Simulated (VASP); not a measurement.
# Mg (P6_3/mmc) in VASP: further runs

Aim: see how the results for Mg move with the level of theory and the settings. Levels: PBE, LDA. Tasks: relaxation of cell and atoms, single point.

Program: VASP 6.6.1. These are calculated values, not measurements. Logs are shortened: lines on timing, memory, paths and dates and some standing lists are left out, and cuts for length are marked.

## 1. The cell of the first run

It takes space group P6_3/mmc (No. 194, hexagonal). The conventional cell has a = 3.177 Å, b = 3.177 Å, c = 10.319 Å, α = 90.00°, β = 90.00°, γ = 120.00°. Within 4.2 Å of Mg (site symmetry -6m2) lie 12 Mg at 3.17 to 3.18 Å. Mg (site symmetry -3m) has 12 Mg at 3.17 to 3.18 Å within 4.2 Å.

## 2. Relaxation of cell and atoms, PBE

Input file INCAR:

```
PREC = Accurate
ENCUT = 600
EDIFF = 1E-6
ISMEAR = -1
SIGMA = 0.05
LREAL = F
LASPH = T
NELM = 80
ALGO = Normal
ISIF = 3
LWAVE = F
LCHARG = F
GGA = PE
IBRION = 2
NSW = 60
EDIFFG = -0.01
```

Input file KPOINTS:

```
regular mesh
0
Gamma
  10 10 3
```

Input file POSCAR:

```
Mg
1.0
    3.1768261656      0.0000000000      0.0000000000
   -1.5884130828      2.7512121628      0.0000000000
    0.0000000000      0.0000000000     10.3188620100
Mg
4
Direct
    0.6666666667      0.3333333333      0.7500000000
    0.0000000000      0.0000000000      0.5000000000
    0.3333333333      0.6666666667      0.2500000000
    0.0000000000      0.0000000000      0.0000000000
```

Potentials or basis: VASP PAW PBE potentials, release 64 (Mg).

On the command line:

```console
$ cat potpaw_PBE.64/Mg/POTCAR > POTCAR
$ mpirun -np 1 vasp_std > vasp.out
```

OUTCAR:

```text
PREC = Accurate
   ENCUT = 600
   EDIFF = 1E-6
   ISMEAR = -1
   LREAL = F
   LASPH = T
   NELM = 80
   ISIF = 3
   GGA = PE
   IBRION = 2
   NSW = 60
   EDIFFG = -0.01

 ion  position               nearest neighbor table
   1  0.667  0.333  0.750-   2 3.17   4 3.17   2 3.17   4 3.17   2 3.17   4 3.17
   2  0.000  0.000  0.500-   1 3.17   3 3.17   3 3.17   1 3.17   1 3.17   3 3.17
   3  0.333  0.667  0.250-   2 3.17   4 3.17   2 3.17   4 3.17   2 3.17   4 3.17
   4  0.000  0.000  0.000-   1 3.17   3 3.17   3 3.17   1 3.17   1 3.17   3 3.17

  LATTYP: Found a hexagonal cell.
 ALAT       =     3.1768261656
 C/A-ratio  =     3.2481670296

  Lattice vectors:

 A1 = (   3.1768261656,   0.0000000000,   0.0000000000)
 A2 = (  -1.5884130828,   2.7512121628,   0.0000000000)
 A3 = (   0.0000000000,   0.0000000000,  10.3188620100)

Analysis of symmetry for initial positions (statically):
=====================================================================
 Subroutine PRICEL returns:
 Original cell was already a primitive cell.

 Routine SETGRP: Setting up the symmetry group for a
 hexagonal supercell.

 Subroutine GETGRP returns: Found 24 space group operations
 (whereof 12 operations were pure point group operations)
 out of a pool of 24 trial point group operations.

The static configuration has the point symmetry D_3d.
 The point group associated with its full space group is D_6h.

Analysis of symmetry for dynamics (positions and initial velocities):
=====================================================================
 Subroutine PRICEL returns:
 Original cell was already a primitive cell.

 Routine SETGRP: Setting up the symmetry group for a
 hexagonal supercell.

 Subroutine GETGRP returns: Found 24 space group operations
 (whereof 12 operations were pure point group operations)
 out of a pool of 24 trial point group operations.

The dynamic configuration has the point symmetry D_3d.
 The point group associated with its full space group is D_6h.

 Subroutine INISYM returns: Found 24 space group operations
 (whereof 12 operations are pure point group operations),
 and found     1 'primitive' translations

----------------------------------------------------------------------------------------

                                     Primitive cell

  volume of cell :      90.1881

  direct lattice vectors                    reciprocal lattice vectors
     3.176826166  0.000000000  0.000000000     0.314779578  0.181738074  0.000000000
    -1.588413083  2.751212163  0.000000000     0.000000000  0.363476148  0.000000000
     0.000000000  0.000000000 10.318862010     0.000000000  0.000000000  0.096909911

  length of vectors
     3.176826166  3.176826166 10.318862010     0.363476148  0.363476148  0.096909911

  position of ions in fractional coordinates (direct lattice)
     0.666666667  0.333333333  0.750000000
     0.000000000  0.000000000  0.500000000
     0.333333333  0.666666667  0.250000000
     0.000000000  0.000000000  0.000000000

  ion indices of the primitive-cell ions
   primitive index   ion index
                 1           1
                 2           2
                 3           3
                 4           4

----------------------------------------------------------------------------------------

 KPOINTS: regular mesh

Automatic generation of k-mesh.
 Grid dimensions read from file:
 generate k-points for:   10   10    3

 Generating k-lattice:

  Cartesian coordinates                     Fractional coordinates (reciprocal lattice)
     0.031477958  0.018173807  0.000000000     0.100000000 -0.000000000  0.000000000
     0.000000000  0.036347615  0.000000000     0.000000000  0.100000000  0.000000000
     0.000000000  0.000000000  0.032303304     0.000000000  0.000000000  0.333333333

  Length of vectors
     0.036347615  0.036347615  0.032303304

  Shift w.r.t. Gamma in fractional coordinates (k-lattice)
     0.000000000  0.000000000  0.000000000

 Subroutine IBZKPT returns following result:
 ===========================================

 Found     28 irreducible k-points:

 Following reciprocal coordinates:
            Coordinates               Weight
  0.000000  0.000000  0.000000      1.000000
  0.100000  0.000000  0.000000      6.000000
  0.200000  0.000000  0.000000      6.000000
  0.300000  0.000000  0.000000      6.000000
  0.400000  0.000000  0.000000      6.000000
  0.500000  0.000000  0.000000      3.000000
[... 16 lines left out ...]
  0.300000  0.100000  0.333333     24.000000
  0.400000  0.100000  0.333333     24.000000
 [... further k-points ...]
   k-points           NKPTS =     28   k-points in BZ     NKDIM =     28   number of bands    NBANDS=      8
   number of dos      NEDOS =    301   number of ions     NIONS =      4
   total plane-waves  NPLWV =  65856
   dimension x,y,z NGX =    28 NGY =   28 NGZ =   84
   dimension x,y,z NGXF=    56 NGYF=   56 NGZF=  168
   ions per type =               4
   NGX,Y,Z   is equivalent  to a cutoff of  14.65, 14.65, 13.53 a.u.
   NGXF,Y,Z  is equivalent  to a cutoff of  29.31, 29.31, 27.07 a.u.
 SYSTEM =  unknown system
   PREC   = accura    normal or accurate (medium, high low for compatibility)
   ISTART =      0    job   : 0-new  1-cont  2-samecut
   ICHARG =      2    charge: 1-file 2-atom 10-const
   ISPIN  =      1    spin polarized calculation?
   LNONCOLLINEAR =      F non collinear calculations
   LSORBIT =      F    spin-orbit coupling
   LASPH  =      T    aspherical Exc in radial PAW
   ENCUT  =  600.0 eV  44.10 Ry    6.64 a.u.   6.34  6.34 20.61*2*pi/ulx,y,z
   NELM   =     80;   NELMIN=  2; NELMDL= -5     # of ELM steps
   EDIFF  = 0.1E-05   stopping-criterion for ELM
   LREAL  =      F    real-space projection
   EDIFFG = -.1E-01   stopping-criterion for IOM
   NSW    =     60    number of steps for IOM
   IBRION =      2    ionic relax: 0-MD 1-quasi-New 2-CG
   NFREE  =      1    steps in history (QN), initial steepest desc. (CG)
   ISIF   =      3    stress and relaxation
   ISYM   =      2    0-nonsym 1-usesym 2-fastsym
   POTIM  = 0.5000    time-step for ionic-motion
   TEBEG  =    0.0;   TEEND  =   0.0 temperature during run
   PSTRESS=    0.0 pullay stress
   NELECT =       8.0000    total number of electrons
   NUPDOWN=      -1.0000    fix difference up-down
   EMIN   =  10.00;   EMAX   =-10.00  energy-range for DOS
   EFERMI =   0.00;   METHOD = LEGACY
   ISMEAR =    -1;   SIGMA  =   0.05  broadening in eV -4-tet -1-fermi 0-gaus
   EFERMI_NEDOS =   21; number of points for ismear=-14 and -15
   IALGO  =     38    algorithm
   IMIX   =      4    mixing-type and parameters
     AMIX     =   0.40;   BMIX     =  1.00
     AMIX_MAG =   1.60;   BMIX_MAG =  1.00
  volume/ion in A,a.u.               =      22.55       152.15
  Fermi-wavevector in a.u.,A,eV,Ry     =   0.730110  1.379708  7.252733  0.533061
  Thomas-Fermi vector in A             =   1.821999
   LORBIT       =      0    0 simple, 1 ext, 2 COOP (PROOUT), +10 PAW based schemes
   GGA     = PE    functional components
   LHFCALC =     F    Hartree Fock is set to
   AEXX    =    0.0000 exact exchange contribution
   IVDW    =     0    specifies the selected vdW correction
   LEPSILON=     F    determine dielectric tensor
   LRPA    =     F    only Hartree local field effects (RPA)
 conjugate gradient relaxation of ions
 non-spin polarized calculation
  energy-cutoff  :      600.00
  volume of cell :       90.19
 maximum number of plane-waves:      3035
 NGX is ok and might be reduce to    28
   NGX = 13   NGY = 13   NGZ = 41

--------------------------------------- Ionic step        1  -------------------------------------------

 number of electron       8.0000000 magnetization

 Free energy of the ion-electron system (eV)
  ---------------------------------------------------
  ext. energy  EPLUGINS =         0.00000000
  ---------------------------------------------------
  free energy    TOTEN  =        -6.00386291 eV

  energy without entropy =       -5.98552861  energy(sigma->0) =       -5.99469576

------------------------ aborting loop because EDIFF is reached ----------------------------------------

  FORCE on cell =-STRESS in cart. coord.  units (eV):
  Direction    XX          YY          ZZ          XY          YZ          ZX
  --------------------------------------------------------------------------------------
  -------------------------------------------------------------------------------------
  Total        0.2664119      0.2664119      0.7652383      0.0000000      0.0000000      0.0000000
  in kB        4.7327647      4.7327647     13.5943334      0.0000000      0.0000000      0.0000000
  external PRESSURE =       7.6866210 kB  Pullay stress =       0.0000000 kB

 VOLUME and BASIS-vectors are now :
 -----------------------------------------------------------------------------
  energy-cutoff  :      600.00
  volume of cell :       90.19
      direct lattice vectors                 reciprocal lattice vectors
     3.176826166  0.000000000  0.000000000     0.314779578  0.181738074  0.000000000
    -1.588413083  2.751212163  0.000000000     0.000000000  0.363476148  0.000000000
     0.000000000  0.000000000 10.318862010     0.000000000  0.000000000  0.096909911
[... 153 lines left out ...]
 POSITION                                       TOTAL-FORCE (eV/Angst)
 -----------------------------------------------------------------------------------
      1.59345      0.91998      7.87062         0.000000      0.000000     -0.000000
     -1.59345      2.75993      5.24708         0.000000     -0.000000      0.000000
     -0.00000      1.83995      2.62354        -0.000000     -0.000000      0.000000
      0.00000      0.00000      0.00000         0.000000      0.000000      0.000000
 -----------------------------------------------------------------------------------
    total drift:                               -0.000000      0.000000     -0.000000

  FREE ENERGIE OF THE ION-ELECTRON SYSTEM (eV)
  ---------------------------------------------------
  free  energy   TOTEN  =        -6.0114450314 eV

  energy  without entropy=       -5.9953841825  energy(sigma->0) =       -6.00341461

--------------------------------------- Ionic step        6  -------------------------------------------

 number of electron       8.0000000 magnetization

 Free energy of the ion-electron system (eV)
  ---------------------------------------------------
  ext. energy  EPLUGINS =         0.00000000
  ---------------------------------------------------
  free energy    TOTEN  =        -6.01153656 eV

  energy without entropy =       -5.99545511  energy(sigma->0) =       -6.00349584

 E-fermi :   2.7320     XC(G=0):  -8.4772

 val. band max:        2.7010535077   @ k =   0.4000   0.2000   0.0000
 cond. band min:       2.7327342452   @ k =   0.3000   0.3000   0.0000
 fundamental gap:      0.0316807374
 Fermi energy:         2.7319653156

 k-point     1 :       0.0000    0.0000    0.0000
  band No.  band energies     occupation
      1      -4.3025      2.00000
      2      -2.9449      2.00000
      3      -2.9445      2.00000
      4       0.8514      2.00000
      5       1.2171      2.00000
      6       7.3770      0.00000
      7       7.3839      0.00000
      8      13.7196      0.00000

 k-point     2 :       0.1000    0.0000    0.0000
  band No.  band energies     occupation
      1      -4.1041      2.00000
      2      -2.7493      2.00000
      3      -2.7489      2.00000
      4       1.0330      2.00000
      5       1.4103      2.00000
      6       7.5291      0.00000
      7       7.5443      0.00000
      8      10.9584      0.00000
[... 221 lines left out ...]
 k-point    23 :       0.3000    0.1000    0.3333
  band No.  band energies     occupation
      1      -1.6078      2.00000
      2      -1.1660      2.00000
      3       0.5748      2.00000
      4       1.8421      2.00000
      5       4.0128      0.00000
      6       4.4362      0.00000
      7       5.4637      0.00000
      8       6.1646      0.00000

 k-point    24 :       0.4000    0.1000    0.3333
  band No.  band energies     occupation
      1      -0.0792      2.00000
      2       0.3509      2.00000
      3       1.7526      2.00000
      4       1.8910      2.00000
      5       2.4816      1.98672
      6       3.3610      0.00001
      7       4.0698      0.00000
      8       5.2308      0.00000

 [... further k-points ...]

------------------------ aborting loop because EDIFF is reached ----------------------------------------

  FORCE on cell =-STRESS in cart. coord.  units (eV):
  Direction    XX          YY          ZZ          XY          YZ          ZX
  --------------------------------------------------------------------------------------
  -------------------------------------------------------------------------------------
  Total       -0.0261280     -0.0261280     -0.0327561     -0.0000000     -0.0000000      0.0000000
  in kB       -0.4538387     -0.4538387     -0.5689688     -0.0000000     -0.0000000      0.0000000
  external PRESSURE =      -0.4922154 kB  Pullay stress =       0.0000000 kB

 VOLUME and BASIS-vectors are now :
 -----------------------------------------------------------------------------
  energy-cutoff  :      600.00
  volume of cell :       92.24
      direct lattice vectors                 reciprocal lattice vectors
     3.183718438  0.000000000  0.000000000     0.314098128  0.181344639 -0.000000000
    -1.591859219  2.757181045 -0.000000000    -0.000000000  0.362689277 -0.000000000
    -0.000000000  0.000000000 10.507868172    -0.000000000  0.000000000  0.095166782

 POSITION                                       TOTAL-FORCE (eV/Angst)
 -----------------------------------------------------------------------------------
      1.59186      0.91906      7.88090         0.000000     -0.000000     -0.000000
      0.00000      0.00000      5.25393        -0.000000     -0.000000      0.000000
     -0.00000      1.83812      2.62697        -0.000000      0.000000      0.000000
      0.00000      0.00000      0.00000        -0.000000     -0.000000      0.000000
 -----------------------------------------------------------------------------------
    total drift:                                0.000000      0.000000     -0.000000

  FREE ENERGIE OF THE ION-ELECTRON SYSTEM (eV)
  ---------------------------------------------------
  free  energy   TOTEN  =        -6.0115365611 eV

  energy  without entropy=       -5.9954551146  energy(sigma->0) =       -6.00349584

 reached required accuracy - stopping structural energy minimisation
```

It took 2.2 min on 1 thread of Intel Xeon 8259CL, shared host; peak memory 0.26 GiB.

What came out:

* Free energy: -6.0115 eV
* Relaxed volume: 23.06 Å³/atom
* Relaxed cell: a = 3.184 Å, b = 3.184 Å, c = 10.508 Å, α = 90.00°, β = 90.00°, γ = 120.00°
* Space group after relaxing (to 0.1 Å): P6_3/mmc (No. 194)
* Energy gained by relaxing: 1.9 meV/atom
* Ionic steps: 6
* Pressure after relaxing: 0.0 GPa
* Band gap on the k mesh: zero (bands 4 and 5 overlap by 1.99 eV)

Step by step:
```
step  energy change (eV)  largest force (eV/Å)  pressure (GPa)  volume (Å³)
   1              0.0000                0.0000            0.77        90.19
   2             -0.0060                0.0000            0.19        91.61
   3             -0.0070                0.0000           -0.14        92.47
   4             -0.0070                0.0000           -0.12        92.42
   5             -0.0076                0.0000           -0.08        92.30
   6             -0.0077                0.0000           -0.05        92.24
```

Final structure:
```xyz
4
Lattice="3.1837 0.0000 0.0000 -1.5919 2.7572 0.0000 0.0000 0.0000 10.5079" Properties=species:S:1:pos:R:3 pbc="T T T"
Mg    1.5919    0.9191    7.8809
Mg    0.0000    0.0000    5.2539
Mg    0.0000    1.8381    2.6270
Mg    0.0000    0.0000    0.0000
```

Levels at points of the mesh, in eV from the Fermi level:
```tsv
k point	band 1	band 2	band 3	band 4	band 5	band 6	band 7	band 8
(0.00, 0.00, 0.00)	-7.03	-5.68	-5.68	-1.88	-1.51	4.65	4.65	10.99
(0.50, 0.00, 0.00)	-2.21	-2.20	-1.17	-1.15	-0.61	-0.58	2.61	2.78
```

(Part 1 of 2 ends here.)

The gap in the log of VASP goes by the Fermi energy; the results here count the filled bands.